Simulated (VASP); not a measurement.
Input of a VASP 6.6.1 run:

Contents of INCAR:

```
SYSTEM = NaH
  PREC = Accurate
  ENCUT = 500
  EDIFF = 1E-7
  ISMEAR = 0
  SIGMA = 0.02
  LREAL = .False.
  LASPH = .True.
  NELM = 120
  ALGO = Normal
  ISIF = 3
  LWAVE = .False.
  LCHARG = .False.
  IBRION = 2
  NSW = 80
  EDIFFG = -0.01
  GGA_COMPAT = .False.
  NELMIN = 4
```

KPOINTS

```
Automatic mesh
0
Gamma
  8 8 8
  0 0 0
```

POSCAR

```
NaH
1.0
    0.0000000000      2.3456225258      2.3456225258
    2.3456225258      0.0000000000      2.3456225258
    2.3456225258      2.3456225258      0.0000000000
Na H
1 1
Direct
    0.0000000000      0.0000000000      0.0000000000
    0.5000000000      0.5000000000      0.5000000000
```

Potentials or basis: VASP PAW LDA potentials, release 64 (Na_pv, H).

Command:

```console
$ cat potpaw_LDA.64/Na_pv/POTCAR potpaw_LDA.64/H/POTCAR > POTCAR
$ mpirun -np 1 vasp_std > vasp.out
```

**Question.** What does it give for the band gap on the k mesh?

**Answer.** 3.54 eV, indirect (least direct gap 4.50 eV).

Final structure:
```xyz
2
Lattice="0.0000 2.3456 2.3456 2.3456 0.0000 2.3456 2.3456 2.3456 0.0000" Properties=species:S:1:pos:R:3 pbc="T T T"
Na    0.0000    0.0000    0.0000
H     2.3456    2.3456    2.3456
```

Caveat: the relaxation stopped at its first step, so nothing moved. LDA gaps usually lie below the measured ones, often by a third to a half.
